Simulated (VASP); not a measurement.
Wanted: the native input for a VASP 6.6.1 run.

```
Task                   : single point
Functional             : LDA
Potentials or basis    : VASP PAW LDA potentials, release 64 (C)
Cutoff                 : 600 eV
k mesh                 : 23 × 23 × 23
Occupations            : fermi-dirac, width 0.05 eV
Spin                   : no spin polarisation
Dipole correction      : no
Further INCAR settings : ALGO = Normal; EDIFF = 1e-06; NBANDS = 8
```

The structure of C lies in POSCAR:

```
C
1.0
    0.0000000000      1.5060779525      1.5060779525
    1.5060779525      0.0000000000      1.5060779525
    1.5060779525      1.5060779525      0.0000000000
C
1
Direct
    0.0000000000      0.0000000000      0.0000000000
```

The input as run:

INCAR

```
SYSTEM = C
  PREC = Accurate
  ENCUT = 600
  EDIFF = 1E-6
  ISMEAR = -1
  SIGMA = 0.05
  LREAL = .FALSE.
  LASPH = .TRUE.
  NELM = 120
  ALGO = Normal
  ISIF = 2
  LWAVE = .FALSE.
  LCHARG = .FALSE.
  NBANDS = 8
  GGA_COMPAT = .FALSE.
```

KPOINTS

```
Automatic mesh
0
G
  23 23 23
  0 0 0
```

Potentials or basis: VASP PAW LDA potentials, release 64 (C).

Launch:

```console
$ cat potpaw_LDA.64/C/POTCAR > POTCAR
$ mpirun -np 1 vasp_std > vasp.out
```

It gave:

| Quantity | Value |
| --- | --- |
| Pressure | 0.3 GPa |
| Band gap on the k mesh | zero (band 2 reaches 16.93 eV, above the bottom of band 3 at 5.24 eV) |

Run time: 13 s on 1 thread of AMD EPYC 9R45 96-Core Processor (Zen 5), with other jobs on the host, peak memory 0.09 GiB.
